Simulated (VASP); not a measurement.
# Ti12C13: single point with LDA

Slab: Ti12C13, a slab with vacuum.

```
Ti C
1.0
     6.02571    0.00000    0.00000
     0.00000    6.02571    0.00000
     0.00000    0.00000   19.73349
Ti C
12 13
Direct
  0.25000 0.25000 0.20270
  0.25000 0.75000 0.20270
  0.75000 0.25000 0.20270
  0.75000 0.75000 0.20270
  0.00000 0.00000 0.30854
  0.00000 0.50000 0.30854
  0.50000 0.00000 0.30854
  0.50000 0.50000 0.30854
  0.25000 0.25000 0.41243
  0.25000 0.75000 0.41243
  0.75000 0.25000 0.41243
  0.75000 0.75000 0.41243
  0.00000 0.00000 0.20270
  0.00000 0.50000 0.20270
  0.50000 0.00000 0.20270
  0.50000 0.50000 0.20270
  0.25000 0.25000 0.30793
  0.25000 0.75000 0.30793
  0.75000 0.25000 0.30793
  0.75000 0.75000 0.30793
  0.00000 0.00000 0.41723
  0.00000 0.50000 0.41723
  0.50000 0.00000 0.41723
  0.50000 0.50000 0.41723
  0.06250 0.25000 0.48472
```

```json
{
  "Program": "VASP 6.6.1",
  "Task": "single point",
  "Functional": "LDA",
  "Potentials or basis": "VASP PAW LDA potentials, release 64 (Ti_sv, C)",
  "Cutoff": "520 eV",
  "k mesh": "5 × 5 × 1",
  "Occupations": "gaussian, width 0.1 eV",
  "Spin": "no spin polarisation"
}
```

```
Largest force          : 4.615 eV/Å
Band gap on the k mesh : zero (band 98 reaches -0.07 eV, above the bottom of band 99 at -0.24 eV)
```

Forces in eV/Å, atoms in the order of the input:
```
Ti  -0.093  0.000  0.964
Ti  -0.063  0.000  0.875
Ti  -0.032  0.000  0.822
Ti   0.006  0.000  0.894
Ti   0.165  0.339 -0.141
Ti   0.165 -0.339 -0.141
Ti  -0.067  0.095  0.008
Ti  -0.067 -0.095  0.008
Ti   3.997  0.000 -2.307
Ti   0.701  0.000  0.261
Ti  -0.357  0.000  1.183
Ti  -0.564  0.000  0.236
C    0.003 -0.095 -1.068
C    0.003  0.095 -1.068
C    0.058  0.029 -0.980
C    0.058 -0.029 -0.980
C   -0.194  0.000 -0.971
C   -0.060  0.000  0.150
C   -0.019  0.000 -0.122
C    0.096  0.000  0.136
C    0.067  0.749  1.282
C    0.067 -0.749  1.282
C    0.260 -0.345 -0.204
C    0.260  0.345 -0.204
C   -4.390  0.000  0.083
```

Levels at points of the mesh, in eV from the Fermi level:
| k point | band 95 | band 96 | band 97 | band 98 | band 99 | band 100 | band 101 | band 102 |
| --- | --- | --- | --- | --- | --- | --- | --- | --- |
| (0.00, 0.00, 0.00) | -0.17 | -0.12 | -0.01 | 0.16 | 0.23 | 0.36 | 0.51 | 1.23 |

It took 33 min on 1 thread of AMD EPYC 9R45 96-Core Processor (Zen 5), on a shared host, peak memory 0.79 GiB.
